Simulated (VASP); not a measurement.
A run of VASP 6.6.1 is set up as follows.

File INCAR:

```
SYSTEM = B
PREC = Accurate ; ENCUT = 520
EDIFF = 1E-6 ; ISMEAR = -1
SIGMA = 0.1 ; LREAL = .FALSE.
LASPH = .TRUE. ; NELM = 60
ALGO = Normal ; ISIF = 2
LWAVE = .FALSE. ; LCHARG = .TRUE.
GGA = PS ; LELF = .TRUE.
LVHAR = .TRUE. ; NBANDS = 8
```

KPOINTS

```
Automatic mesh
0
G
  15 15 6
  0 0 0
```

POSCAR

```
B
1.0
    1.6676802860      0.0000000000      0.0000000000
   -0.8338401430      1.4442534847      0.0000000000
    0.0000000000      0.0000000000      3.5612097232
B
1
Direct
    0.0000000000      0.0000000000      0.0000000000
```

Potentials or basis: VASP PAW PBE potentials, release 64 (B).

The run is started by

```sh
$ cat potpaw_PBE.64/B/POTCAR > POTCAR
$ mpirun -np 1 vasp_std > vasp.out
```

(1) Predict the pressure.

Results:

(1) 15.0 GPa.

Caveat: the PAW data sets were made with another functional, which shifts forces and pressure a little.
